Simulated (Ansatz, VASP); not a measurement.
# One calculation of La, two programs

```
La
1.0
     3.78717    0.00000    0.00000
    -1.89358    3.27978    0.00000
     0.00000    0.00000   12.06209
La
4
Cartesian
  3.7872 0.0000 0.0000
  3.7872 0.0000 6.0310
  0.0000 2.1865 9.0466
  1.8936 1.0933 3.0155
```

Alike in both runs: task single point; functional r2SCAN; k mesh 10 × 10 × 3; occupations methfessel-paxton of order 1, width 0.3 eV; no spin polarisation.

|  | VASP | Ansatz |
| --- | --- | --- |
| version | VASP 6.6.1 | Ansatz 0.2.0 |
| potentials or method | VASP PAW PBE potentials, release 64 (La), cutoff 520 eV | plane waves (500 eV) with PAW, scalar-relativistic |
| valence electrons in the cell | 44 | 44 |

```tsv
	VASP	Ansatz	Ansatz less VASP
pressure (GPa)	0.0	-0.1	-0.06
```

VASP's potentials were made for PBE, not for r2SCAN.

Spin-orbit coupling is off throughout.
